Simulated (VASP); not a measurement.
The system is Al.

```
Al
1.0
     2.82708    0.00000    0.00000
    -1.41354    2.44832    0.00000
     0.00000    0.00000    9.18599
Al
4
Direct
  0.00000 0.00000 0.00000
  0.33333 0.66667 0.25000
  0.00000 0.00000 0.50000
  0.66667 0.33333 0.75000
```

| Item | Value |
| --- | --- |
| Program | VASP 6.6.1 |
| Task | relaxation of cell and atoms |
| Functional | PBEsol |
| Potentials or basis | VASP PAW PBE potentials, release 64 (Al) |
| Cutoff | 600 eV |
| k mesh | 9 × 9 × 3 |
| Occupations | methfessel-paxton, width 0.1 eV |
| Spin | no spin polarisation |

At the start: pressure 1.6 GPa; volume 15.90 Å³/atom.

Question: How do energy, volume and symmetry change on relaxing?

Answer: Over 5 steps the energy falls by 4.7 meV/atom and the volume is 16.23 Å³/atom (+2.1 %); space group P6_3/mmc (No. 194, to 0.05 Å).

Step by step:
```
step  energy change (eV)  largest force (eV/Å)  pressure (GPa)  volume (Å³)
   1              0.0000                0.0000            1.59        63.58
   2             -0.0181                0.0000           -0.13        65.03
   3             -0.0183                0.0000           -0.36        65.23
   4             -0.0183                0.0000           -0.33        65.19
   5             -0.0188                0.0000            0.04        64.92
```

Final structure:
```yaml
crystal:
  lattice:
    - [2.82441, 0.00000, 0.00000]
    - [-1.41221, 2.44601, 0.00000]
    - [0.00000, 0.00000, 9.39719]
  atoms:
    - { symbol: Al, position: [0.00000, 0.00000, 0.00000] }
    - { symbol: Al, position: [0.33333, 0.66667, 0.25000] }
    - { symbol: Al, position: [0.00000, 0.00000, 0.50000] }
    - { symbol: Al, position: [0.66667, 0.33333, 0.75000] }
```

Caveat: the PAW data sets were made with another functional, which shifts forces and pressure a little.
